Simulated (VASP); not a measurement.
Si, 4 atoms in the cell. It takes space group P6_3/mmc (No. 194, hexagonal). Conventional cell: a = 3.920 Å, b = 3.920 Å, c = 6.142 Å, α = 90.00°, β = 90.00°, γ = 120.00°. Si (site symmetry 3m) has 4 Si at 2.30 to 2.39 Å within 3.0 Å. This isn't the form of Si at room conditions, which is diamond. This cell differs from its parent crystal: c/a of the conventional cell at fixed volume 1.5668.

```yaml
Program: VASP 6.6.1
Task: single point
Functional: PBE
Potentials_or_basis: VASP PAW PBE potentials, release 64 (Si)
Cutoff: 520 eV
k_mesh: 12 × 12 × 6
Occupations: gaussian, width 0.05 eV
Spin: no spin polarisation
Dipole_correction: no
Further_INCAR_settings: ALGO = Normal; EDIFF = 1e-06; NBANDS = 16
```

Potentials or basis: VASP PAW PBE potentials, release 64 (Si).

The run is started by

```console
$ cat potpaw_PBE.64/Si/POTCAR > POTCAR
$ mpirun -np 1 vasp_std > vasp.out
```

Hardware: 1 thread of Intel(R) Xeon(R) Platinum 8259CL CPU @ 2.50GHz (Skylake/Cascade Lake), with other jobs on the host.

**Question.** Estimate the wall time of this run.

**Answer.** It took 74 s on 1 thread of Intel(R) Xeon(R) Platinum 8259CL CPU @ 2.50GHz (Skylake/Cascade Lake), on a shared host, peak memory 0.22 GiB. Counts: scf iterations 13, k points 76.
